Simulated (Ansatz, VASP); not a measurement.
GaP: VASP beside Ansatz

File INCAR:

```
  PREC = Accurate
  ENCUT = 520
  EDIFF = 1E-7
  ISMEAR = 0
  SIGMA = 0.05
  LREAL = F
  LASPH = T
  NELM = 80
  ALGO = Normal
  ISIF = 2
  LWAVE = F
  LCHARG = F
  GGA = PE
  NBANDS = 16
```

KPOINTS

```
regular mesh
0
Gamma
  10 10 10
```

Contents of POSCAR:

```
GaP
1.0
    0.0000000000      2.5623719619      2.7761343033
    2.7761343033      0.0000000000      2.7761343033
    2.7761343033      2.5623719619      0.0000000000
Ga P
1 1
Direct
    0.0000000000      0.0000000000      0.0000000000
    0.7500000000      0.7500000000      0.7500000000
```

Input for Ansatz:

```yaml
crystal:
  lattice:
    - [0.0, 2.5623719619, 2.7761343033]
    - [2.7761343033, 0.0, 2.7761343033]
    - [2.7761343033, 2.5623719619, 0.0]
  atoms:
    - { symbol: Ga, position: [0.0, 0.0, 0.0] }
    - { symbol: P, position: [0.75, 0.75, 0.75] }
basis:
  ecutwfc: 420
kpoints:
  mp_grid: { grid: [10, 10, 10] }
hamiltonian:
  xc: pbe
  pseudopotentials: { kind: paw, azcp: { folder: soft_1 } }
scf:
  occupations: { method: gaussian, width: 0.05 }
output:
  forces: true
  stress: true
  eigenvalues: true
```

Alike in both runs: task single point; functional PBE; k mesh 10 × 10 × 10; occupations gaussian, width 0.05 eV; no spin polarisation.

|  | VASP | Ansatz |
| --- | --- | --- |
| version | VASP 6.6.1 | Ansatz 0.2.0 |
| potentials or method | VASP PAW PBE potentials, release 64 (Ga_d, P), cutoff 520 eV | scalar-relativistic, plane waves, PAW |
| valence electrons in the cell | 18 | 18 |

Ansatz gave:

| Quantity | Value |
| --- | --- |
| gap on the k mesh at the Fermi level (eV) | 0.82 |
| least direct gap on the mesh (eV) | 1.72 |
| pressure (GPa) | 4.6 |
| traceless stress, the component that is largest in VASP (GPa) | 3.32 |

Question: Estimate VASP's values.

Answer: gap on the k mesh at the Fermi level (eV): 0.82; least direct gap on the mesh (eV): 1.72; pressure (GPa): 4.6; traceless stress, the component that is largest in VASP (GPa): 3.33.

The functional is the same, so the differences come from potentials, cutoffs and numerics.
